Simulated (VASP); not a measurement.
B8As7 (a cell with a defect): relaxation of the atoms with PBEsol

The system is B8As7 (a cell with a defect).

```
B As
1.0
     0.00000    4.76788   -4.76788
     4.76788    4.76788    0.00000
     4.76788    0.00000   -4.76788
B As
8 7
Direct
  0.00000 0.00000 0.50000
  0.00000 0.50000 0.50000
  0.50000 0.00000 0.50000
  0.50000 0.50000 0.50000
  0.00000 0.00000 0.00000
  0.00000 0.50000 0.00000
  0.50000 0.00000 0.00000
  0.50000 0.50000 0.00000
  0.12500 0.62500 0.12500
  0.62500 0.12500 0.12500
  0.62500 0.62500 0.12500
  0.12500 0.12500 0.62500
  0.12500 0.62500 0.62500
  0.62500 0.12500 0.62500
  0.62500 0.62500 0.62500
```

| Item | Value |
| --- | --- |
| Program | VASP 6.6.1 |
| Task | relaxation of the atoms |
| Functional | PBEsol |
| Potentials or basis | VASP PAW PBE potentials, release 64 (B, As) |
| Cutoff | 520 eV |
| k mesh | 4 × 4 × 4 |
| Occupations | gaussian, width 0.05 eV |
| Spin | no spin polarisation |
| Dipole correction | no |
| Charge | 3 |
| Further INCAR settings | LREAL = Auto; ALGO = Normal; EDIFF = 1e-07; IBRION = 2; EDIFFG = -0.02; NSW = 70; NELECT = 56.0 |

The energy gained by relaxing is 70.2 meV/atom, the ionic steps are 9 and the largest force after relaxing is 0.007 eV/Å.

Forces on the atoms (eV/Å):
```
B    0.004 -0.004 -0.004
B    0.001 -0.001  0.001
B   -0.001 -0.001 -0.001
B    0.001  0.001 -0.001
B   -0.004 -0.004  0.004
B    0.004  0.004  0.004
B   -0.004  0.004 -0.004
B   -0.001  0.001  0.001
As   0.000  0.000  0.006
As  -0.006  0.000  0.000
As   0.000  0.006  0.000
As   0.000 -0.006  0.000
As   0.006  0.000  0.000
As   0.000  0.000 -0.006
As   0.000  0.000  0.000
```

Step by step:
| step | energy change (eV) | largest force (eV/Å) | pressure (GPa) |
| --- | --- | --- | --- |
| 1 | 0.0000 | 1.2334 | -22.70 |
| 2 | -0.3191 | 1.1056 | -21.42 |
| 3 | -0.5774 | 1.0618 | -19.12 |
| 4 | -0.7477 | 0.9455 | -18.49 |
| 5 | -0.9820 | 0.6131 | -16.97 |
| 6 | -1.0422 | 0.2891 | -17.02 |
| 7 | -1.0512 | 0.1095 | -17.00 |
| 8 | -1.0527 | 0.0463 | -17.04 |
| 9 | -1.0530 | 0.0070 | -17.06 |

Final structure:
```cif
data_structure
_symmetry_space_group_name_H-M 'P 1'
_symmetry_Int_Tables_number 1
_cell_length_a 6.7428
_cell_length_b 6.7428
_cell_length_c 6.7428
_cell_angle_alpha 60.000
_cell_angle_beta 60.000
_cell_angle_gamma 60.000
_cell_volume 216.77
loop_
_atom_site_label
_atom_site_type_symbol
_atom_site_fract_x
_atom_site_fract_y
_atom_site_fract_z
_atom_site_occupancy
B1 B 0.97980 0.97980 0.56059 1
B2 B 0.99617 0.50128 0.50128 1
B3 B 0.50128 0.99617 0.50128 1
B4 B 0.50128 0.50128 0.50128 1
B5 B 0.97980 0.97980 0.97980 1
B6 B 0.97980 0.56059 0.97980 1
B7 B 0.56059 0.97980 0.97980 1
B8 B 0.50128 0.50128 0.99617 1
As1 As 0.13065 0.61935 0.13065 1
As2 As 0.61935 0.13065 0.13065 1
As3 As 0.61935 0.61935 0.13065 1
As4 As 0.13065 0.13065 0.61935 1
As5 As 0.13065 0.61935 0.61935 1
As6 As 0.61935 0.13065 0.61935 1
As7 As 0.62500 0.62500 0.62500 1
```

Levels at points of the mesh, in eV from the Fermi level:
```tsv
k point	band 25	band 26	band 27	band 28	band 29	band 30	band 31	band 32
(0.00, 0.00, 0.00)	-0.32	-0.32	0.35	0.35	0.35	2.81	3.04	3.04
(0.50, 0.00, 0.00)	-1.14	-1.14	-0.08	0.01	0.01	1.97	3.54	3.54
(0.50, 0.50, 0.00)	-1.42	-1.15	-1.15	-0.35	0.43	1.91	3.27	3.27
```

Run time: 8.8 min on 1 thread of Intel(R) Xeon(R) Platinum 8488C (Sapphire Rapids), on a shared host, peak memory 0.36 GiB.

Caveat: the cell carries a net charge on a neutralising background, which shifts energy and pressure; the cell is charged against a uniform background, so pressure and absolute levels hang on convention; the PAW data sets were made with another functional, which shifts forces and pressure a little.
